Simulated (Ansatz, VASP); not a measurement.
## MoH3 in VASP and in Ansatz

```xyz
4
Lattice="-1.8392 1.8392 1.8392 1.8392 -1.8392 1.8392 1.8392 1.8392 -1.8392" Properties=species:S:1:pos:R:3 pbc="T T T"
H     1.8392    0.0000    0.0000
H     0.0000    1.8392    0.0000
H     0.0000    0.0000    1.8392
Mo    0.0000    0.0000    0.0000
```

Alike in both runs: functional PBE; k mesh 5 × 5 × 5; occupations gaussian, width 0.15 eV; no spin polarisation.

Ansatz relaxed the structure, and its values are those at the end. VASP's run is a single point on that final structure, the one shown.

|  | VASP | Ansatz |
| --- | --- | --- |
| version | VASP 6.6.1 | Ansatz 0.2.0 |
| potentials or method | VASP PAW PBE potentials, release 64 (H, Mo_sv), cutoff 500 eV | scalar-relativistic, plane waves, PAW |
| valence electrons in the cell | 17 | 17 |

```csv
,VASP,Ansatz,Ansatz less VASP
gap on the k mesh at the Fermi level (eV),none,none,-
pressure (GPa),-0.1,-0.2,-0.05
```

A gap of «none» marks a metal or a gap that the smearing closes. With one functional, cell and mesh, what is left measures potentials, basis and numerics.

The k mesh is coarse, so the values compare programs but aren't converged.
